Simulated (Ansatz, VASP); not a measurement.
# C: VASP beside Ansatz

```xyz
2
Lattice="0.0000 1.9261 1.7121 1.9261 0.0000 1.7121 1.9261 1.9261 0.0000" Properties=species:S:1:pos:R:3 pbc="T T T"
C     1.9261    1.9261    1.7121
C     2.8891    2.8891    2.5681
```

Change from the starting cell: strain +0.080 along x and y, -0.040 along z, atoms carried along.

Alike in both runs: task single point; functional PBEsol; k mesh 12 × 12 × 12; occupations gaussian, width 0.05 eV; no spin polarisation.

|  | VASP | Ansatz |
| --- | --- | --- |
| version | VASP 6.6.1 | Ansatz 0.2.0 |
| potentials or method | VASP PAW PBE potentials, release 64 (C), cutoff 520 eV | scalar-relativistic, plane waves, PAW |
| valence electrons in the cell | 8 | 8 |

VASP gave:

```
gap on the k mesh at the Fermi level (eV)                     : 1.17
least direct gap on the mesh (eV)                             : 3.49
pressure (GPa)                                                : -43.3
traceless stress, the component that is largest in VASP (GPa) : 55.84
```

Problem. Estimate Ansatz's values.

Solution. gap on the k mesh at the Fermi level (eV): 1.18; least direct gap on the mesh (eV): 3.49; pressure (GPa): -43.8; traceless stress, the component that is largest in VASP (GPa): 55.88.

VASP's potentials were made for PBE, not for PBEsol. Both programs put the cell under strong tension, so it lies far from rest at this level. With one functional, cell and mesh, what is left measures potentials, basis and numerics.

Noted on VASP's run: the cell as given lies far from equilibrium.
